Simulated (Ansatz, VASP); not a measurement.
# One calculation of BaF2, two programs

```
Ba F
1.0
     0.00000    3.09716    3.09716
     3.09716    0.00000    3.09716
     3.09716    3.09716    0.00000
Ba F
1 2
Direct
  0.00000 0.00000 0.00000
  0.25000 0.25000 0.25000
  0.75000 0.75000 0.75000
```

Alike in both runs: task single point; functional PBEsol; k mesh 6 × 6 × 6; no spin polarisation.

|  | VASP | Ansatz |
| --- | --- | --- |
| version | VASP 6.6.1 | Ansatz 0.2.0 |
| potentials or method | VASP PAW PBE potentials, release 64 (Ba_sv, F) | plane waves, PAW |
| plane-wave cutoff (eV) | 600 | 420 |
| occupations | gaussian, width 0.01 eV | fixed |
| valence electrons in the cell | 24 | 24 |

VASP gave:

```
gap on the k mesh at the Fermi level (eV) : 6.65
pressure (GPa)                            : -0.5
```

Problem. Which values does Ansatz return?

Solution. gap on the k mesh at the Fermi level (eV): 6.74; pressure (GPa): -1.6.

VASP's potentials were made for PBE, not for PBEsol.

Spin-orbit coupling is off throughout.
